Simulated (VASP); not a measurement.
# BaZrO3 (Pm-3m) in VASP: notebook, part 2 of 2

VASP 6.6.1.

### 3 Single point, PBE

This run uses another cell than the first one, of 15.11 Å³/atom, 1.050 times its volume.

INCAR reads:

```
SYSTEM = BaZrO3
PREC = Accurate ; ENCUT = 520
EDIFF = 1E-6 ; ISMEAR = 0
SIGMA = 0.02 ; LREAL = .False.
LASPH = .True. ; NELM = 60
ALGO = Normal ; ISIF = 2
LWAVE = .False. ; LCHARG = .False.
GGA = PE ; NBANDS = 28
```

KPOINTS reads:

```
regular mesh
0
Gamma
  6 6 6
  0 0 0
```

POSCAR reads:

```
BaZrO3
1.0
    4.2275394304      0.0000000000      0.0000000000
    0.0000000000      4.2275394304      0.0000000000
    0.0000000000      0.0000000000      4.2275394304
Ba Zr O
1 1 3
Direct
    0.0000000000      0.0000000000      0.0000000000
    0.5000000000      0.5000000000      0.5000000000
    0.0000000000      0.5000000000      0.5000000000
    0.5000000000      0.0000000000      0.5000000000
    0.5000000000      0.5000000000      0.0000000000
```

Potentials or basis: VASP PAW PBE potentials, release 64 (Ba_sv, Zr_sv, O).

On the command line:

```console
cat potpaw_PBE.64/Ba_sv/POTCAR potpaw_PBE.64/Zr_sv/POTCAR potpaw_PBE.64/O/POTCAR > POTCAR
mpirun -np 1 vasp_std > vasp.out
```

OUTCAR:

```text
SYSTEM = BaZrO3
   PREC = Accurate
   ENCUT = 520
   EDIFF = 1E-6
   ISMEAR = 0
   LREAL = .False.
   LASPH = .True.
   NELM = 60
   ISIF = 2
   GGA = PE

 ion  position               nearest neighbor table
   1  0.000  0.000  0.000-   3 2.99   4 2.99   5 2.99   3 2.99   4 2.99   3 2.99   5 2.99   3 2.99
                             4 2.99   5 2.99   4 2.99   5 2.99   2 3.66   2 3.66   2 3.66   2 3.66
   2  0.500  0.500  0.500-   3 2.11   4 2.11   5 2.11   5 2.11   4 2.11   3 2.11   1 3.66   1 3.66
                             1 3.66   1 3.66   1 3.66   1 3.66   1 3.66   1 3.66
   3  0.000  0.500  0.500-   2 2.11   2 2.11   1 2.99   1 2.99   1 2.99   1 2.99
   4  0.500  0.000  0.500-   2 2.11   2 2.11   1 2.99   1 2.99   1 2.99   1 2.99
   5  0.500  0.500  0.000-   2 2.11   2 2.11   1 2.99   1 2.99   1 2.99   1 2.99

  LATTYP: Found a simple cubic cell.
 ALAT       =     4.2275394304

  Lattice vectors:

 A1 = (   4.2275394304,   0.0000000000,   0.0000000000)
 A2 = (   0.0000000000,   4.2275394304,   0.0000000000)
 A3 = (   0.0000000000,   0.0000000000,   4.2275394304)

Analysis of symmetry for initial positions (statically):
=====================================================================
[... 177 lines left out ...]
 cond. band min:       6.7388527988   @ k =   0.0000   0.0000   0.0000
 fundamental gap:      3.1318112187
 Fermi energy:         3.7985213477

 k-point     1 :       0.0000    0.0000    0.0000
  band No.  band energies     occupation
      1     -43.5734      2.00000
      2     -21.7892      2.00000
      3     -21.7002      2.00000
      4     -21.7002      2.00000
      5     -21.7002      2.00000
      6     -12.7195      2.00000
[... 609 lines left out ...]
     27      12.5818      0.00000
     28      12.5818      0.00000

------------------------ aborting loop because EDIFF is reached ----------------------------------------

  FORCE on cell =-STRESS in cart. coord.  units (eV):
  Direction    XX          YY          ZZ          XY          YZ          ZX
  --------------------------------------------------------------------------------------
  -------------------------------------------------------------------------------------
  Total        0.4258254      0.4258254      0.4258254     -0.0000000      0.0000000      0.0000000
  in kB        9.0298201      9.0298201      9.0298201     -0.0000000      0.0000000      0.0000000
  external PRESSURE =       9.0298201 kB  Pullay stress =       0.0000000 kB

 VOLUME and BASIS-vectors are now :
 -----------------------------------------------------------------------------
  energy-cutoff  :      520.00
  volume of cell :       75.55
      direct lattice vectors                 reciprocal lattice vectors
     4.227539430  0.000000000  0.000000000     0.236544216  0.000000000  0.000000000
     0.000000000  4.227539430  0.000000000     0.000000000  0.236544216  0.000000000
     0.000000000  0.000000000  4.227539430     0.000000000  0.000000000  0.236544216

 POSITION                                       TOTAL-FORCE (eV/Angst)
 -----------------------------------------------------------------------------------
      0.00000      0.00000      0.00000         0.000000      0.000000      0.000000
      2.11377      2.11377      2.11377         0.000000      0.000000      0.000000
      0.00000      2.11377      2.11377         0.000000      0.000000      0.000000
      2.11377      0.00000      2.11377         0.000000      0.000000      0.000000
      2.11377      2.11377      0.00000         0.000000      0.000000      0.000000
 -----------------------------------------------------------------------------------
    total drift:                                0.000000     -0.000000     -0.000000

  FREE ENERGIE OF THE ION-ELECTRON SYSTEM (eV)
  ---------------------------------------------------
  free  energy   TOTEN  =       -41.7235755483 eV

  energy  without entropy=      -41.7235755483  energy(sigma->0) =      -41.72357555
```

It took 26 s on 1 thread of Intel Xeon Platinum 8488C (Sapphire Rapids), shared host; peak memory 0.19 GiB.

Results:

```yaml
Free_energy: -41.7236 eV
Pressure: 0.9 GPa
Band_gap_on_the_k_mesh: 3.13 eV, indirect (least direct gap 3.38 eV)
```

Levels at points of the mesh, in eV from the valence-band top:
```tsv
k point	band 16	band 17	band 18	band 19	band 20	band 21	band 22	band 23	band 24	band 25
(0.00, 0.00, 0.00)	-0.95	-0.95	-0.25	-0.25	-0.25	3.13	3.13	3.13	4.62	4.62
(0.50, 0.00, 0.00)	-1.69	-1.69	-1.61	-0.49	-0.49	3.55	5.54	5.54	6.34	6.56
(0.50, 0.50, 0.00)	-2.32	-0.93	-0.93	-0.85	-0.07	5.51	5.51	6.30	6.34	7.51
(0.50, 0.50, 0.50)	-2.52	-2.52	0.00	0.00	0.00	5.88	5.88	5.88	6.78	6.78
```

Caveat: spin-orbit coupling is left out, which moves the levels of the heavy elements.

### 4 Relaxation of cell and atoms, PBE

This run uses another cell than the first one, of 15.10 Å³/atom, 1.049 times its volume.

INCAR reads:

```
SYSTEM = BaZrO3
ALGO = Normal
EDIFF = 1E-6
EDIFFG = -0.005
ENCUT = 600
GGA = PE
IBRION = 2
ISIF = 3
ISMEAR = 0
LASPH = .True.
LCHARG = .False.
LREAL = .False.
LWAVE = .False.
NELM = 60
NSW = 100
PREC = Accurate
SIGMA = 0.02
```

KPOINTS reads:

```
k-points
0
Gamma
  6 6 6
  0 0 0
```

Changes to POSCAR since step 3:

```diff
@@ -2,5 +2,5 @@
 1.0
-    4.2275394304      0.0000000000      0.0000000000
-    0.0000000000      4.2275394304      0.0000000000
-    0.0000000000      0.0000000000      4.2275394304
+    4.2265556233      0.0000000000      0.0000000000
+    0.0000000000      4.2265556233      0.0000000000
+    0.0000000000      0.0000000000      4.2265556233
 Ba Zr O
```

Potentials or basis: VASP PAW PBE potentials, release 64 (Ba_sv, Zr_sv, O).

On the command line:

```console
cat potpaw_PBE.64/Ba_sv/POTCAR potpaw_PBE.64/Zr_sv/POTCAR potpaw_PBE.64/O/POTCAR > POTCAR
mpirun -np 1 vasp_std > vasp.out
```

OUTCAR:

```text
SYSTEM = BaZrO3
   EDIFF = 1E-6
   EDIFFG = -0.005
   ENCUT = 600
   GGA = PE
   IBRION = 2
   ISIF = 3
   ISMEAR = 0
   LASPH = .True.
   LREAL = .False.
   NELM = 60
   NSW = 100
   PREC = Accurate

 ion  position               nearest neighbor table
   1  0.000  0.000  0.000-   3 2.99   4 2.99   5 2.99   3 2.99   4 2.99   3 2.99   5 2.99   3 2.99
                             4 2.99   5 2.99   4 2.99   5 2.99   2 3.66   2 3.66   2 3.66   2 3.66
   2  0.500  0.500  0.500-   3 2.11   4 2.11   5 2.11   5 2.11   4 2.11   3 2.11   1 3.66   1 3.66
                             1 3.66   1 3.66   1 3.66   1 3.66   1 3.66   1 3.66
   3  0.000  0.500  0.500-   2 2.11   2 2.11   1 2.99   1 2.99   1 2.99   1 2.99
   4  0.500  0.000  0.500-   2 2.11   2 2.11   1 2.99   1 2.99   1 2.99   1 2.99
   5  0.500  0.500  0.000-   2 2.11   2 2.11   1 2.99   1 2.99   1 2.99   1 2.99

  LATTYP: Found a simple cubic cell.
 ALAT       =     4.2265556233

  Lattice vectors:

 A1 = (   4.2265556233,   0.0000000000,   0.0000000000)
 A2 = (   0.0000000000,   4.2265556233,   0.0000000000)
 A3 = (   0.0000000000,   0.0000000000,   4.2265556233)

Analysis of symmetry for initial positions (statically):
=====================================================================
 Subroutine PRICEL returns:
 Original cell was already a primitive cell.

 Routine SETGRP: Setting up the symmetry group for a
 simple cubic supercell.

 Subroutine GETGRP returns: Found 48 space group operations
 (whereof 48 operations were pure point group operations)
 out of a pool of 48 trial point group operations.

The static configuration has the point symmetry O_h .

Analysis of symmetry for dynamics (positions and initial velocities):
=====================================================================
 Subroutine PRICEL returns:
 Original cell was already a primitive cell.

 Routine SETGRP: Setting up the symmetry group for a
 simple cubic supercell.

[... 113 lines left out ...]
   POTIM  = 0.5000    time-step for ionic-motion
   TEBEG  =    0.0;   TEEND  =   0.0 temperature during run
   PSTRESS=    0.0 pullay stress
   NELECT =      40.0000    total number of electrons
   NUPDOWN=      -1.0000    fix difference up-down
   EMIN   =  10.00;   EMAX   =-10.00  energy-range for DOS
   EFERMI =   0.00;   METHOD = LEGACY
   ISMEAR =     0;   SIGMA  =   0.02  broadening in eV -4-tet -1-fermi 0-gaus
   EFERMI_NEDOS =   21; number of points for ismear=-14 and -15
   IALGO  =     38    algorithm
   IMIX   =      4    mixing-type and parameters
     AMIX     =   0.40;   BMIX     =  1.00
     AMIX_MAG =   1.60;   BMIX_MAG =  1.00
  volume/ion in A,a.u.               =      15.10       101.90
  Fermi-wavevector in a.u.,A,eV,Ry     =   1.324672  2.503266 23.874891  1.754755
  Thomas-Fermi vector in A             =   2.454189
   LORBIT       =      0    0 simple, 1 ext, 2 COOP (PROOUT), +10 PAW based schemes
   GGA     = PE    functional components
   LHFCALC =     F    Hartree Fock is set to
   AEXX    =    0.0000 exact exchange contribution
   IVDW    =     0    specifies the selected vdW correction
   LEPSILON=     F    determine dielectric tensor
   LRPA    =     F    only Hartree local field effects (RPA)
 conjugate gradient relaxation of ions
 non-spin polarized calculation
 Gauss-broadening in eV      SIGMA  =   0.02
  energy-cutoff  :      600.00
  volume of cell :       75.50
 maximum number of plane-waves:      2560
 NGX is ok and might be reduce to    36
   NGX = 17   NGY = 17   NGZ = 17

--------------------------------------- Ionic step        1  -------------------------------------------

 number of electron      40.0000022 magnetization

 Free energy of the ion-electron system (eV)
  ---------------------------------------------------
  ext. energy  EPLUGINS =         0.00000000
  ---------------------------------------------------
  free energy    TOTEN  =       -41.73078384 eV

  energy without entropy =      -41.73078384  energy(sigma->0) =      -41.73078384

------------------------ aborting loop because EDIFF is reached ----------------------------------------

  FORCE on cell =-STRESS in cart. coord.  units (eV):
  Direction    XX          YY          ZZ          XY          YZ          ZX
  --------------------------------------------------------------------------------------
  -------------------------------------------------------------------------------------
  Total        0.4030303      0.4030303      0.4030303      0.0000000      0.0000000      0.0000000
  in kB        8.5524098      8.5524098      8.5524098      0.0000000      0.0000000      0.0000000
  external PRESSURE =       8.5524098 kB  Pullay stress =       0.0000000 kB
[... 65 lines left out ...]
--------------------------------------- Ionic step        3  -------------------------------------------

 number of electron      40.0000023 magnetization

 Free energy of the ion-electron system (eV)
  ---------------------------------------------------
  ext. energy  EPLUGINS =         0.00000000
  ---------------------------------------------------
  free energy    TOTEN  =       -41.73193608 eV

  energy without entropy =      -41.73193608  energy(sigma->0) =      -41.73193608

 E-fermi :   3.8039     XC(G=0): -10.6161

 val. band max:        3.5704366933   @ k =   0.5000   0.5000   0.5000
 cond. band min:       6.6922127304   @ k =   0.0000   0.0000   0.0000
 fundamental gap:      3.1217760371
 Fermi energy:         3.8038931671

 k-point     1 :       0.0000    0.0000    0.0000
  band No.  band energies     occupation
      1     -43.6408      2.00000
      2     -21.8396      2.00000
      3     -21.7614      2.00000
      4     -21.7614      2.00000
      5     -21.7614      2.00000
      6     -12.7467      2.00000
[... 561 lines left out ...]
  FREE ENERGIE OF THE ION-ELECTRON SYSTEM (eV)
  ---------------------------------------------------
  free  energy   TOTEN  =       -41.7319360778 eV

  energy  without entropy=      -41.7319360778  energy(sigma->0) =      -41.73193608

 reached required accuracy - stopping structural energy minimisation
```

CONTCAR:

```text
BaZrO3
   1.00000000000000
     4.2346230871346515    0.0000000000000000    0.0000000000000000
     0.0000000000000000    4.2346230871346515    0.0000000000000000
     0.0000000000000000    0.0000000000000000    4.2346230871346515
  Ba              Zr              O
     1     1     3
Direct
     0.0000000000000000    0.0000000000000000    0.0000000000000000
     0.5000000000000000    0.5000000000000000    0.5000000000000000
     0.0000000000000000    0.5000000000000000    0.5000000000000000
     0.5000000000000000    0.0000000000000000    0.5000000000000000
     0.5000000000000000    0.5000000000000000    0.0000000000000000

  0.00000000E+00  0.00000000E+00  0.00000000E+00
  0.00000000E+00  0.00000000E+00  0.00000000E+00
  0.00000000E+00  0.00000000E+00  0.00000000E+00
  0.00000000E+00  0.00000000E+00  0.00000000E+00
  0.00000000E+00  0.00000000E+00  0.00000000E+00
```

Wall time 77 s (1 thread of Intel Xeon Platinum 8488C (Sapphire Rapids), shared host); peak memory 0.24 GiB.

Results:

| Item | Value |
| --- | --- |
| Free energy | -41.7319 eV |
| Relaxed volume | 15.19 Å³/atom |
| Relaxed cell | a = 4.235 Å, b = 4.235 Å, c = 4.235 Å, α = 90.00°, β = 90.00°, γ = 90.00° |
| Space group after relaxing (to 0.05 Å) | Pm-3m (No. 221) |
| Energy gained by relaxing | 0.2 meV/atom |
| Ionic steps | 3 |
| Pressure after relaxing | 0.0 GPa |
| Band gap on the k mesh | 3.12 eV, indirect (least direct gap 3.38 eV) |

Step by step:
```csv
step,energy change (eV),largest force (eV/Å),pressure (GPa),volume (Å³)
1,0.0000,0.0000,0.86,75.50
2,0.0001,0.0000,-0.88,76.39
3,-0.0012,0.0000,0.00,75.94
```

Final structure:
```
Ba Zr O
1.0
     4.23462    0.00000    0.00000
     0.00000    4.23462    0.00000
     0.00000    0.00000    4.23462
Ba Zr O
1 1 3
Direct
  0.00000 0.00000 0.00000
  0.50000 0.50000 0.50000
  0.00000 0.50000 0.50000
  0.50000 0.00000 0.50000
  0.50000 0.50000 0.00000
```

Caveat: spin-orbit coupling is left out, which moves the levels of the heavy elements. PBE gaps usually lie below the measured ones, often by a third to a half.

### 5 Overview

```tsv
task	cell	k mesh	cutoff (eV)	smearing	gap on the mesh (eV)	pressure (GPa)
single point	a = 4.159 Å, 5 atoms	4 × 4 × 4	520	gaussian 0.1 eV	3.23	9.3
single point	a = 4.228 Å, 5 atoms	6 × 6 × 6	520	gaussian 0.02 eV	3.13	0.9
relaxation of cell and atoms	relaxed from a = 4.227 Å, 5 atoms	6 × 6 × 6	600	gaussian 0.02 eV	3.12	0.0
```

Alike in all rows: level PBE; potentials or basis VASP PAW PBE potentials, release 64 (Ba_sv, Zr_sv, O); no spin polarisation.

Caveats: spin-orbit coupling is left out, which moves the levels of the heavy elements.

Absolute energies hang on the potentials; compare differences alone.
